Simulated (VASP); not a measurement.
ZnS: single point with PBEsol

The system is ZnS.

```
CELL_PARAMETERS angstrom
0.00000 2.70362 2.70362
2.70362 0.00000 2.70362
2.70362 2.70362 0.00000
ATOMIC_POSITIONS crystal
Zn 0.00000 0.00000 0.00000
S 0.25000 0.25000 0.25000
```

* Program: VASP 6.6.1
* Task: single point
* Functional: PBEsol
* Potentials or basis: VASP PAW PBE potentials, release 64 (Zn, S)
* Cutoff: 500 eV
* k mesh: 6 × 6 × 6
* Occupations: gaussian, width 0.1 eV
* Spin: no spin polarisation

| Item | Value |
| --- | --- |
| Pressure | -1.9 GPa |
| Band gap on the k mesh | 1.97 eV |

Levels at points of the mesh, in eV from the valence-band top:
```tsv
k point	band 6	band 7	band 8	band 9	band 10	band 11	band 12	band 13
(0.00, 0.00, 0.00)	-5.87	0.00	0.00	0.00	1.97	6.31	6.31	6.31
(0.50, 0.00, 0.00)	-5.67	-5.35	-0.87	-0.87	3.19	6.83	6.83	8.69
(0.50, 0.50, 0.00)	-5.65	-4.60	-2.24	-2.24	3.24	3.97	10.82	11.86
```

Wall time 21 s on 1 thread of Intel Xeon 8259CL, on a shared host, peak memory 0.15 GiB.

Caveat: the PAW data sets were made with another functional, which shifts forces and pressure a little.
